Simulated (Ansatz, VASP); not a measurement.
Two plane-wave programs on AlN

The input INCAR:

```
SYSTEM = AlN
PREC = Accurate ; ENCUT = 520
EDIFF = 1E-6 ; ISMEAR = 0
SIGMA = 0.05 ; LREAL = .FALSE.
LASPH = .TRUE. ; NELM = 100
ALGO = Normal ; ISIF = 2
LWAVE = .FALSE. ; LCHARG = .TRUE.
GGA = PE ; LELF = .TRUE.
LVHAR = .TRUE. ; NBANDS = 11
```

KPOINTS

```
regular mesh
0
G
  10 10 10
  0 0 0
```

POSCAR

```
AlN
1.0
    0.0000000000      2.1839935596      2.1839935596
    2.1839935596      0.0000000000      2.1839935596
    2.1839935596      2.1839935596      0.0000000000
Al N
1 1
Direct
   -0.0242825847      0.0000000000      0.0000000000
    0.7500000000      0.7500000000      0.7500000000
```

Input for Ansatz:

```yaml
crystal:
  lattice:
    - [0.0, 2.1839935596, 2.1839935596]
    - [2.1839935596, 0.0, 2.1839935596]
    - [2.1839935596, 2.1839935596, 0.0]
  atoms:
    - { symbol: Al, position: [-0.0242825847, 0.0, 0.0] }
    - { symbol: "N", position: [0.75, 0.75, 0.75] }
basis:
  ecutwfc: 420
kpoints:
  mp_grid: { grid: [10, 10, 10] }
hamiltonian:
  xc: pbe
scf:
  occupations: { method: gaussian, width: 0.05 }
output:
  forces: true
  stress: true
  eigenvalues: true
```

Change from the starting cell: all Al atoms moved +0.075 Å, as atom 1 towards its neighbour atom 1 (Al) at 3.089 Å.

Alike in both runs: task single point; functional PBE; k mesh 10 × 10 × 10; occupations gaussian, width 0.05 eV; no spin polarisation.

|  | VASP | Ansatz |
| --- | --- | --- |
| version | VASP 6.6.1 | Ansatz 0.2.0 |
| potentials or method | VASP PAW PBE potentials, release 64 (Al, N), cutoff 520 eV | scalar-relativistic, plane waves, PAW |
| valence electrons in the cell | 8 | 8 |

```csv
,VASP,Ansatz,Ansatz less VASP
gap on the k mesh at the Fermi level (eV),3.12,3.13,+0.009
least direct gap on the mesh (eV),3.99,3.98,-0.010
pressure (GPa),5.3,5.6,+0.27
"traceless stress, the component that is largest in VASP (GPa)",3.86,3.83,-0.022
rms of the force components (eV/Å),0.650,0.648,-0.0023
```

Atom by atom the forces differ by 0.002 eV/Å (rms over components).
